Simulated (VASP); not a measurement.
Crystal: Mo.

```xyz
1
Lattice="-1.5566 1.5566 1.5566 1.5566 -1.5566 1.5566 1.5566 1.5566 -1.5566" Properties=species:S:1:pos:R:3 pbc="T T T"
Mo    0.0000    0.0000    0.0000
```

Base run:

- Program: VASP 6.6.1
- Functional: LDA
- Potentials or basis: VASP PAW LDA potentials, release 64 (Mo_sv)
- Cutoff: 520 eV
- k mesh: 14 × 14 × 14
- Occupations: gaussian, width 0.03 eV
- Spin: no spin polarisation

Its results: band gap on the k mesh zero (band 7 reaches 17.25 eV, above the bottom of band 8 at 11.59 eV); pressure 1.4 GPa.

**Question.** After a change of settings the same cell gave: band gap on the k mesh zero (band 7 reaches 17.26 eV, above the bottom of band 8 at 11.60 eV); pressure 0.0 GPa. Which change was it?
A. occupations from gaussian, width 0.03 eV to methfessel-paxton, width 1 eV
B. k mesh from 14 × 14 × 14 to 11 × 11 × 11; occupations from gaussian, width 0.03 eV to fermi-dirac, width 0.1 eV
C. k mesh from 14 × 14 × 14 to 2 × 2 × 2; occupations from gaussian, width 0.03 eV to fermi-dirac, width 0.1 eV
D. occupations from gaussian, width 0.03 eV to methfessel-paxton, width 0.2 eV; further incar settings from ALGO = Normal; EDIFF = 1e-06; NBANDS = 13 to ALGO = Normal; EDIFF = 1e-07; NBANDS = 13

**Answer.** A.
